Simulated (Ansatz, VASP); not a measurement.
## In3SbAs2: VASP beside Ansatz

```xyz
6
Lattice="6.5464 0.0000 -0.2651 0.0000 2.9222 0.0000 -2.6970 0.0000 8.2347" Properties=species:S:1:pos:R:3 pbc="T T T"
In    2.4425    0.0565    5.4116
In    1.4069    0.0565    2.5580
In    0.0000    1.0464    0.0000
Sb   -1.3485    0.2784    4.1174
As    3.9300    0.3770    1.1225
As   -0.0806    0.3770    6.8470
```

Alike in both runs: functional PBE; k mesh 4 × 6 × 2; occupations gaussian, width 0.1 eV; no spin polarisation.

Ansatz relaxed the structure, and its values are those at the end. VASP's run is a single point on that final structure, the one shown.

```csv
,VASP,Ansatz
version,VASP 6.6.1,Ansatz 0.2.0
potentials or method,"VASP PAW PBE potentials, release 64 (In_d, Sb, As), cutoff 520 eV","scalar-relativistic, plane waves, PAW"
valence electrons in the cell,54,84
```

```tsv
	VASP	Ansatz	Ansatz less VASP
gap on the k mesh at the Fermi level (eV)	none	none	-
pressure (GPa)	-0.1	-0.1	0.00
rms of the force components (eV/Å)	0.016	0.015	-0.0001
```

A gap of «none» marks a metal or a gap that the smearing closes. With one functional, cell and mesh, what is left measures potentials, basis and numerics. VASP's potentials hold 54 valence electrons a cell and Ansatz's 84, so a difference there can come from the potentials and not from the codes.

The k mesh is coarse, so the values compare programs but aren't converged. Spin-orbit coupling is off throughout.
